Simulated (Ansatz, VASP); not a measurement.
## One calculation of Zn, two programs

File POSCAR:

```
Zn
1.0
    2.5952586766      0.0000000000      0.0000000000
   -1.2976293383      2.2475599434      0.0000000000
    0.0000000000      0.0000000000      4.9907059163
Zn
2
Direct
    0.3333333333      0.6666666667      0.2500000000
    0.6666666667      0.3333333333      0.7500000000
```

The input INCAR.step1:

```
SYSTEM = Zn
ALGO = Normal
EDIFF = 1E-4
ENCUT = 520
GGA = PE
ISMEAR = 0
LASPH = .True.
LCHARG = .False.
LREAL = .False.
LWAVE = .True.
NBANDS = 19
NELM = 80
PREC = Accurate
SIGMA = 0.1
```

Contents of INCAR.step2:

```
SYSTEM = Zn
ALGO = Normal
EDIFF = 1E-6
ENCUT = 520
ISIF = 2
ISMEAR = 0
ISTART = 1
LASPH = .True.
LCHARG = .False.
LMIXTAU = .True.
LREAL = .False.
LWAVE = .False.
METAGGA = R2SCAN
NBANDS = 19
NELM = 80
PREC = Accurate
SIGMA = 0.1
```

File KPOINTS:

```
k-points
0
Gamma
  24 24 10
  0 0 0
```

Input for Ansatz:

```yaml
crystal:
  lattice:
    - [2.5952586734, 0.0, 0.0]
    - [-1.2976293367, 2.2475599406, 0.0]
    - [0.0, 0.0, 4.9907059481]
  atoms:
    - { symbol: Zn, position: [0.3333333333, 0.6666666667, 0.25] }
    - { symbol: Zn, position: [0.6666666667, 0.3333333333, 0.75] }
basis:
  ecutwfc: 500
kpoints:
  mp_grid: { grid: [24, 24, 10] }
hamiltonian:
  xc: r2scan
scf:
  occupations: { method: gaussian, width: 0.1 }
output:
  forces: true
  stress: true
  eigenvalues: true
```

Alike in both runs: task single point; functional r2SCAN; k mesh 24 × 24 × 10; occupations gaussian, width 0.1 eV; no spin polarisation.

|  | VASP | Ansatz |
| --- | --- | --- |
| version | VASP 6.6.1 | Ansatz 0.2.0 |
| potentials or method | VASP PAW PBE potentials, release 64 (Zn), cutoff 520 eV | scalar-relativistic, plane waves, PAW |
| valence electrons in the cell | 24 | 24 |

```tsv
	VASP	Ansatz	Ansatz less VASP
gap on the k mesh at the Fermi level (eV)	none	none	-
pressure (GPa)	0.6	0.1	-0.51
traceless stress, the component that is largest in VASP (GPa)	-0.62	-0.38	+0.235
```

VASP's potentials were made for PBE, not for r2SCAN. A gap of «none» marks a metal or a gap that the smearing closes. With one functional, cell and mesh, what is left measures potentials, basis and numerics.
